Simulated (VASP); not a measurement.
# KI (Pm-3m) in VASP: a series of runs

Runs on KI. Level: PBE. Tasks: relaxation of cell and atoms, single point.

Program: VASP 6.6.1. These are calculated values, not measurements. Logs are shortened: lines on timing, memory, paths and dates and some standing lists are left out, and cuts for length are marked.

## 1. The cell of the first run

Symmetry: Pm-3m, No. 221, cubic system. Conventional cell: a = 4.291 Å, b = 4.291 Å, c = 4.291 Å, α = 90.00°, β = 90.00°, γ = 90.00°. Within 4.9 Å of K (site symmetry m-3m) lie 8 I at 3.72 Å and 6 K at 4.29 Å. Within 4.9 Å of I (site symmetry m-3m) lie 8 K at 3.72 Å and 6 I at 4.29 Å.

## 2. Relaxation of cell and atoms, PBE

File INCAR:

```
PREC = Accurate
ENCUT = 600
EDIFF = 1E-6
ISMEAR = 0
SIGMA = 0.02
LREAL = F
LASPH = T
NELM = 100
ALGO = Normal
ISIF = 3
LWAVE = F
LCHARG = F
GGA = PE
IBRION = 2
NSW = 100
EDIFFG = -0.005
```

File KPOINTS:

```
regular mesh
0
Gamma
  6 6 6
```

File POSCAR:

```
KI
1.0
    4.2911966600      0.0000000000      0.0000000000
    0.0000000000      4.2911966600      0.0000000000
    0.0000000000      0.0000000000      4.2911966600
K I
1 1
Direct
    0.0000000000      0.0000000000      0.0000000000
    0.5000000000      0.5000000000      0.5000000000
```

Potentials or basis: VASP PAW PBE potentials, release 64 (K_sv, I).

The run is started by

```sh
$ cat potpaw_PBE.64/K_sv/POTCAR potpaw_PBE.64/I/POTCAR > POTCAR
$ mpirun -np 1 vasp_std > vasp.out
```

OUTCAR:

```text
PREC = Accurate
   ENCUT = 600
   EDIFF = 1E-6
   ISMEAR = 0
   LREAL = F
   LASPH = T
   NELM = 100
   ISIF = 3
   GGA = PE
   IBRION = 2
   NSW = 100
   EDIFFG = -0.005

 ion  position               nearest neighbor table
   1  0.000  0.000  0.000-
   2  0.500  0.500  0.500-

  LATTYP: Found a simple cubic cell.
 ALAT       =     4.2911966600

  Lattice vectors:

 A1 = (   4.2911966600,   0.0000000000,   0.0000000000)
 A2 = (   0.0000000000,   4.2911966600,   0.0000000000)
 A3 = (   0.0000000000,   0.0000000000,   4.2911966600)

Analysis of symmetry for initial positions (statically):
=====================================================================
 Subroutine PRICEL returns:
 Original cell was already a primitive cell.

 Routine SETGRP: Setting up the symmetry group for a
 simple cubic supercell.

 Subroutine GETGRP returns: Found 48 space group operations
 (whereof 48 operations were pure point group operations)
 out of a pool of 48 trial point group operations.

The static configuration has the point symmetry O_h .

Analysis of symmetry for dynamics (positions and initial velocities):
=====================================================================
 Subroutine PRICEL returns:
 Original cell was already a primitive cell.

 Routine SETGRP: Setting up the symmetry group for a
 simple cubic supercell.

 Subroutine GETGRP returns: Found 48 space group operations
 (whereof 48 operations were pure point group operations)
 out of a pool of 48 trial point group operations.

The dynamic configuration has the point symmetry O_h .

 Subroutine INISYM returns: Found 48 space group operations
 (whereof 48 operations are pure point group operations),
 and found     1 'primitive' translations

----------------------------------------------------------------------------------------

                                     Primitive cell

  volume of cell :      79.0197

  direct lattice vectors                    reciprocal lattice vectors
     4.291196660  0.000000000  0.000000000     0.233035230  0.000000000  0.000000000
     0.000000000  4.291196660  0.000000000     0.000000000  0.233035230  0.000000000
     0.000000000  0.000000000  4.291196660     0.000000000  0.000000000  0.233035230

  length of vectors
     4.291196660  4.291196660  4.291196660     0.233035230  0.233035230  0.233035230

  position of ions in fractional coordinates (direct lattice)
     0.000000000  0.000000000  0.000000000
[... 66 lines left out ...]
   ICHARG =      2    charge: 1-file 2-atom 10-const
   ISPIN  =      1    spin polarized calculation?
   LNONCOLLINEAR =      F non collinear calculations
   LSORBIT =      F    spin-orbit coupling
   LASPH  =      T    aspherical Exc in radial PAW
   ENCUT  =  600.0 eV  44.10 Ry    6.64 a.u.   8.57  8.57  8.57*2*pi/ulx,y,z
   NELM   =    100;   NELMIN=  2; NELMDL= -5     # of ELM steps
   EDIFF  = 0.1E-05   stopping-criterion for ELM
   LREAL  =      F    real-space projection
   EDIFFG = -.5E-02   stopping-criterion for IOM
   NSW    =    100    number of steps for IOM
   IBRION =      2    ionic relax: 0-MD 1-quasi-New 2-CG
   NFREE  =      1    steps in history (QN), initial steepest desc. (CG)
   ISIF   =      3    stress and relaxation
   ISYM   =      2    0-nonsym 1-usesym 2-fastsym
   POTIM  = 0.5000    time-step for ionic-motion
   TEBEG  =    0.0;   TEEND  =   0.0 temperature during run
   PSTRESS=    0.0 pullay stress
   NELECT =      16.0000    total number of electrons
   NUPDOWN=      -1.0000    fix difference up-down
   EMIN   =  10.00;   EMAX   =-10.00  energy-range for DOS
   EFERMI =   0.00;   METHOD = LEGACY
   ISMEAR =     0;   SIGMA  =   0.02  broadening in eV -4-tet -1-fermi 0-gaus
   EFERMI_NEDOS =   21; number of points for ismear=-14 and -15
   IALGO  =     38    algorithm
   IMIX   =      4    mixing-type and parameters
     AMIX     =   0.40;   BMIX     =  1.00
     AMIX_MAG =   1.60;   BMIX_MAG =  1.00
  volume/ion in A,a.u.               =      39.51       266.63
  Fermi-wavevector in a.u.,A,eV,Ry     =   0.961324  1.816639 12.573738  0.924144
  Thomas-Fermi vector in A             =   2.090686
   LORBIT       =      0    0 simple, 1 ext, 2 COOP (PROOUT), +10 PAW based schemes
   GGA     = PE    functional components
   LHFCALC =     F    Hartree Fock is set to
   AEXX    =    0.0000 exact exchange contribution
   IVDW    =     0    specifies the selected vdW correction
   LEPSILON=     F    determine dielectric tensor
   LRPA    =     F    only Hartree local field effects (RPA)
 conjugate gradient relaxation of ions
 non-spin polarized calculation
 Gauss-broadening in eV      SIGMA  =   0.02
  energy-cutoff  :      600.00
  volume of cell :       79.02
 maximum number of plane-waves:      2666
 NGX is ok and might be reduce to    36
   NGX = 17   NGY = 17   NGZ = 17

--------------------------------------- Ionic step        1  -------------------------------------------

 number of electron      16.0000001 magnetization

 Free energy of the ion-electron system (eV)
  ---------------------------------------------------
  ext. energy  EPLUGINS =         0.00000000
  ---------------------------------------------------
  free energy    TOTEN  =        -5.42116188 eV

  energy without entropy =       -5.42116188  energy(sigma->0) =       -5.42116188

------------------------ aborting loop because EDIFF is reached ----------------------------------------

  FORCE on cell =-STRESS in cart. coord.  units (eV):
  Direction    XX          YY          ZZ          XY          YZ          ZX
  --------------------------------------------------------------------------------------
  -------------------------------------------------------------------------------------
  Total        0.2564751      0.2564751      0.2564751     -0.0000000     -0.0000000      0.0000000
  in kB        5.2002054      5.2002054      5.2002054     -0.0000000     -0.0000000      0.0000000
  external PRESSURE =       5.2002054 kB  Pullay stress =       0.0000000 kB
[... 95 lines left out ...]
--------------------------------------- Ionic step        4  -------------------------------------------

 number of electron      16.0000002 magnetization

 Free energy of the ion-electron system (eV)
  ---------------------------------------------------
  ext. energy  EPLUGINS =         0.00000000
  ---------------------------------------------------
  free energy    TOTEN  =        -5.42579864 eV

  energy without entropy =       -5.42579864  energy(sigma->0) =       -5.42579864

 E-fermi :   0.8025     XC(G=0):  -7.5571

 val. band max:        0.6415794967   @ k =   0.5000   0.5000   0.0000
 cond. band min:       3.8805582823   @ k =   0.0000   0.0000   0.0000
 fundamental gap:      3.2389787857
 Fermi energy:         0.8025127460

 k-point     1 :       0.0000    0.0000    0.0000
  band No.  band energies     occupation
      1     -28.7738      2.00000
      2     -12.2264      2.00000
      3     -12.2264      2.00000
      4     -12.2264      2.00000
      5     -10.4224      2.00000
      6       0.3012      2.00000
      7       0.3012      2.00000
      8       0.3012      2.00000
      9       3.8806      0.00000
     10       5.4780      0.00000
     11       5.4780      0.00000
     12       8.9827      0.00000
[... 312 lines left out ...]
  FREE ENERGIE OF THE ION-ELECTRON SYSTEM (eV)
  ---------------------------------------------------
  free  energy   TOTEN  =        -5.4257986412 eV

  energy  without entropy=       -5.4257986412  energy(sigma->0) =       -5.42579864

 reached required accuracy - stopping structural energy minimisation
```

Wall time 38 s (1 thread of Intel Xeon Platinum 8488C (Sapphire Rapids), shared host); peak memory 0.21 GiB.

Results:

```yaml
Free_energy: -5.4258 eV
Relaxed_volume: 41.02 Å³/atom
Relaxed_cell: a = 4.345 Å, b = 4.345 Å, c = 4.345 Å, α = 90.00°, β = 90.00°, γ = 90.00°
Space_group_after_relaxing_to_0.05_Å: Pm-3m (No. 221)
Energy_gained_by_relaxing: 2.3 meV/atom
Ionic_steps: 4
Pressure_after_relaxing: 0.0 GPa
Band_gap_on_the_k_mesh: 3.24 eV, indirect (least direct gap 3.58 eV)
```

The path:
```csv
step,energy change (eV),largest force (eV/Å),pressure (GPa),volume (Å³)
1,0.0000,0.0000,0.52,79.02
2,-0.0035,0.0000,0.25,80.50
3,-0.0045,0.0000,-0.08,82.55
4,-0.0046,0.0000,0.00,82.05
```

Final structure:
```xyz
2
Lattice="4.3453 0.0000 0.0000 0.0000 4.3453 0.0000 0.0000 0.0000 4.3453" Properties=species:S:1:pos:R:3 pbc="T T T"
K     0.0000    0.0000    0.0000
I     2.1726    2.1726    2.1726
```

Levels at points of the mesh, in eV from the valence-band top:
| k point | band 6 | band 7 | band 8 | band 9 | band 10 | band 11 |
| --- | --- | --- | --- | --- | --- | --- |
| (0.00, 0.00, 0.00) | -0.34 | -0.34 | -0.34 | 3.24 | 4.84 | 4.84 |
| (0.50, 0.00, 0.00) | -2.16 | -0.26 | -0.26 | 5.39 | 6.21 | 6.86 |
| (0.50, 0.50, 0.00) | -1.62 | -1.62 | 0.00 | 3.95 | 5.68 | 6.80 |
| (0.50, 0.50, 0.50) | -1.55 | -1.55 | -1.55 | 5.61 | 5.61 | 5.61 |

Caveat: spin-orbit coupling is left out, which moves the levels of the heavy elements. PBE gaps usually lie below the measured ones, often by a third to a half.

## 3. Single point, PBE

File INCAR:

```
SYSTEM = KI
  PREC = Accurate
  ENCUT = 500
  EDIFF = 1E-6
  ISMEAR = 0
  SIGMA = 0.1
  LREAL = .False.
  LASPH = .True.
  NELM = 120
  ALGO = Normal
  ISIF = 2
  LWAVE = .False.
  LCHARG = .True.
  GGA = PE
  LELF = .True.
  LVHAR = .True.
  NBANDS = 15
  GGA_COMPAT = .False.
```

File KPOINTS:

```
Automatic mesh
0
Gamma
  4 4 4
  0 0 0
```

POSCAR is that of step 2.

Potentials or basis: VASP PAW PBE potentials, release 64 (K_sv, I).

The run is started by

```sh
$ cat potpaw_PBE.64/K_sv/POTCAR potpaw_PBE.64/I/POTCAR > POTCAR
$ mpirun -np 1 vasp_std > vasp.out
```

OUTCAR:

```text
SYSTEM = KI
   PREC = Accurate
   ENCUT = 500
   EDIFF = 1E-6
   ISMEAR = 0
   LREAL = .False.
   LASPH = .True.
   NELM = 120
   ISIF = 2
   GGA = PE

 ion  position               nearest neighbor table
   1  0.000  0.000  0.000-
   2  0.500  0.500  0.500-

  LATTYP: Found a simple cubic cell.
 ALAT       =     4.2911966600

  Lattice vectors:

 A1 = (   4.2911966600,   0.0000000000,   0.0000000000)
 A2 = (   0.0000000000,   4.2911966600,   0.0000000000)
 A3 = (   0.0000000000,   0.0000000000,   4.2911966600)

Analysis of symmetry for initial positions (statically):
=====================================================================
 Subroutine PRICEL returns:
 Original cell was already a primitive cell.

 Routine SETGRP: Setting up the symmetry group for a
 simple cubic supercell.

 Subroutine GETGRP returns: Found 48 space group operations
 (whereof 48 operations were pure point group operations)
 out of a pool of 48 trial point group operations.

The static configuration has the point symmetry O_h .

Analysis of symmetry for dynamics (positions and initial velocities):
=====================================================================
 Subroutine PRICEL returns:
 Original cell was already a primitive cell.

 Routine SETGRP: Setting up the symmetry group for a
 simple cubic supercell.

 Subroutine GETGRP returns: Found 48 space group operations
 (whereof 48 operations were pure point group operations)
 out of a pool of 48 trial point group operations.

The dynamic configuration has the point symmetry O_h .

 Subroutine INISYM returns: Found 48 space group operations
 (whereof 48 operations are pure point group operations),
 and found     1 'primitive' translations

----------------------------------------------------------------------------------------

                                     Primitive cell

  volume of cell :      79.0197
[... 101 lines left out ...]
   AEXX    =    0.0000 exact exchange contribution
   IVDW    =     0    specifies the selected vdW correction
   LEPSILON=     F    determine dielectric tensor
   LRPA    =     F    only Hartree local field effects (RPA)
 non-spin polarized calculation
 Gauss-broadening in eV      SIGMA  =   0.10
  energy-cutoff  :      500.00
  volume of cell :       79.02
 maximum number of plane-waves:      2022
 NGX is ok and might be reduce to    32
   NGX = 15   NGY = 15   NGZ = 15

 number of electron      16.0000003 magnetization

 Free energy of the ion-electron system (eV)
  ---------------------------------------------------
  ext. energy  EPLUGINS =         0.00000000
  ---------------------------------------------------
  free energy    TOTEN  =        -5.41228787 eV

  energy without entropy =       -5.41228787  energy(sigma->0) =       -5.41228787

 E-fermi :   1.3821     XC(G=0):  -7.7069

 val. band max:        0.8886572002   @ k =   0.5000   0.5000   0.0000
 cond. band min:       4.2145405355   @ k =   0.0000   0.0000   0.0000
 fundamental gap:      3.3258833354
 Fermi energy:         1.3821186598

 k-point     1 :       0.0000    0.0000    0.0000
  band No.  band energies     occupation
      1     -28.5004      2.00000
      2     -11.9532      2.00000
      3     -11.9532      2.00000
      4     -11.9532      2.00000
      5     -10.2693      2.00000
      6       0.5273      2.00000
      7       0.5273      2.00000
      8       0.5273      2.00000
      9       4.2145      0.00000
     10       5.6487      0.00000
     11       5.6487      0.00000
     12       9.2682      0.00000
     13       9.2682      0.00000
     14       9.2682      0.00000
[... 149 lines left out ...]
      2     -12.0176      2.00000
      3     -12.0176      2.00000
      4     -12.0176      2.00000
      5      -9.7489      2.00000
      6      -0.7689      2.00000
      7      -0.7689      2.00000
      8      -0.7689      2.00000
      9       6.5155      0.00000
     10       6.5155      0.00000
     11       6.5155      0.00000
     12       9.7232      0.00000
     13       9.7232      0.00000
     14       9.7232      0.00000
     15      10.0302      0.00000

------------------------ aborting loop because EDIFF is reached ----------------------------------------

  FORCE on cell =-STRESS in cart. coord.  units (eV):
  Direction    XX          YY          ZZ          XY          YZ          ZX
  --------------------------------------------------------------------------------------
  -------------------------------------------------------------------------------------
  Total        0.2825785      0.2825785      0.2825785     -0.0000000     -0.0000000      0.0000000
  in kB        5.7294704      5.7294704      5.7294704     -0.0000000     -0.0000000      0.0000000
  external PRESSURE =       5.7294704 kB  Pullay stress =       0.0000000 kB

 VOLUME and BASIS-vectors are now :
 -----------------------------------------------------------------------------
  energy-cutoff  :      500.00
  volume of cell :       79.02
      direct lattice vectors                 reciprocal lattice vectors
     4.291196660  0.000000000  0.000000000     0.233035230  0.000000000  0.000000000
     0.000000000  4.291196660  0.000000000     0.000000000  0.233035230  0.000000000
     0.000000000  0.000000000  4.291196660     0.000000000  0.000000000  0.233035230

 POSITION                                       TOTAL-FORCE (eV/Angst)
 -----------------------------------------------------------------------------------
      0.00000      0.00000      0.00000         0.000000      0.000000      0.000000
      2.14560      2.14560      2.14560         0.000000      0.000000      0.000000
 -----------------------------------------------------------------------------------
    total drift:                                0.000000      0.000000     -0.000000

  FREE ENERGIE OF THE ION-ELECTRON SYSTEM (eV)
  ---------------------------------------------------
  free  energy   TOTEN  =        -5.4122878676 eV

  energy  without entropy=       -5.4122878676  energy(sigma->0) =       -5.41228787
```

OSZICAR:

```text
N       E                     dE             d eps       ncg     rms          rms(c)
DAV:   1     0.886981693065E+02    0.88698E+02   -0.63612E+03   300   0.880E+02
DAV:   2    -0.443935249657E+00   -0.89142E+02   -0.83086E+02   377   0.215E+02
DAV:   3    -0.531068344628E+01   -0.48667E+01   -0.48444E+01   412   0.442E+01
DAV:   4    -0.552161023118E+01   -0.21093E+00   -0.21088E+00   438   0.867E+00
DAV:   5    -0.552329963934E+01   -0.16894E-02   -0.16894E-02   433   0.864E-01    0.268E+00
DAV:   6    -0.542963044425E+01    0.93669E-01   -0.67625E-02   377   0.174E+00    0.193E+00
DAV:   7    -0.540947503780E+01    0.20155E-01   -0.92088E-02   398   0.174E+00    0.746E-01
DAV:   8    -0.541207680395E+01   -0.26018E-02   -0.13917E-02   344   0.757E-01    0.147E-01
DAV:   9    -0.541220625329E+01   -0.12945E-03   -0.50267E-04   426   0.149E-01    0.715E-02
DAV:  10    -0.541227263442E+01   -0.66381E-04   -0.88132E-05   345   0.609E-02    0.143E-02
DAV:  11    -0.541228835763E+01   -0.15723E-04   -0.23257E-05   384   0.312E-02    0.167E-02
DAV:  12    -0.541228786761E+01    0.49002E-06   -0.71527E-07   347   0.654E-03
   1 F= -.54122879E+01 E0= -.54122879E+01  d E =-.703255E-13
```

stdout:

```text
POSCAR found type information on POSCAR K I
 POSCAR found :  2 types and       2 ions
 scaLAPACK will be used
 LDA part: xc-table for (Slater+PW92), standard interpolation
 POSCAR, INCAR and KPOINTS ok, starting setup
 FFT: planning ... GRIDC
 FFT: planning ... GRID_SOFT
 FFT: planning ... GRID
 WAVECAR not read
 entering main loop
```

It took 12 s on 1 thread of Intel Xeon Platinum 8488C (Sapphire Rapids), shared host; peak memory 0.17 GiB.

Results:

```
Free energy            : -5.4123 eV
Pressure               : 0.6 GPa
Band gap on the k mesh : 3.33 eV, indirect (least direct gap 3.69 eV)
```

Levels at points of the mesh, in eV from the valence-band top:
```tsv
k point	band 4	band 5	band 6	band 7	band 8	band 9	band 10	band 11	band 12	band 13
(0.00, 0.00, 0.00)	-12.84	-11.16	-0.36	-0.36	-0.36	3.33	4.76	4.76	8.38	8.38
(0.50, 0.00, 0.00)	-12.83	-10.86	-2.29	-0.29	-0.29	5.48	6.17	7.04	7.05	8.66
(0.50, 0.50, 0.00)	-12.82	-10.81	-1.71	-1.71	0.00	3.91	5.69	6.79	6.79	9.06
(0.50, 0.50, 0.50)	-12.91	-10.64	-1.66	-1.66	-1.66	5.63	5.63	5.63	8.83	8.83
```

Caveat: spin-orbit coupling is left out, which moves the levels of the heavy elements.
